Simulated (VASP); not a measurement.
SnO2, 6 atoms in the cell. Symmetry: P6_3/mmc, No. 194, hexagonal system. Conventional cell: a = 3.231 Å, b = 3.231 Å, c = 10.791 Å, α = 90.00°, β = 90.00°, γ = 120.00°. Within 2.8 Å of Sn (site symmetry -3m) lie 6 O at 2.12 Å. Within 2.8 Å of O (site symmetry 3m) lie 3 Sn at 2.12 Å and 3 O at 2.76 Å. 

* Program: VASP 6.6.1
* Task: single point
* Functional: r2SCAN
* Potentials or basis: VASP PAW PBE potentials, release 64 (Sn_d, O)
* Cutoff: 520 eV
* k mesh: 6 × 6 × 1
* Occupations: gaussian, width 0.01 eV
* Spin: no spin polarisation
* Dipole correction: no
* Further INCAR settings: ALGO = Normal; EDIFF = 1e-06; NBANDS = 35

Potentials or basis: VASP PAW PBE potentials, release 64 (Sn_d, O).

Command:

```console
$ cat potpaw_PBE.64/Sn_d/POTCAR potpaw_PBE.64/O/POTCAR > POTCAR
$ cp INCAR.step1 INCAR
$ mpirun -np 1 vasp_std > vasp.out
$ cp INCAR.step2 INCAR
$ mpirun -np 1 vasp_std > vasp.out
```

Hardware: 1 thread of Intel(R) Xeon(R) Platinum 8488C (Sapphire Rapids) (shared host).

**Question.** How long does it take, and how much memory?

**Answer.** It took 71 s on 1 thread of Intel(R) Xeon(R) Platinum 8488C (Sapphire Rapids), with other jobs on the host, peak memory 0.21 GiB. Counts: k points 7.
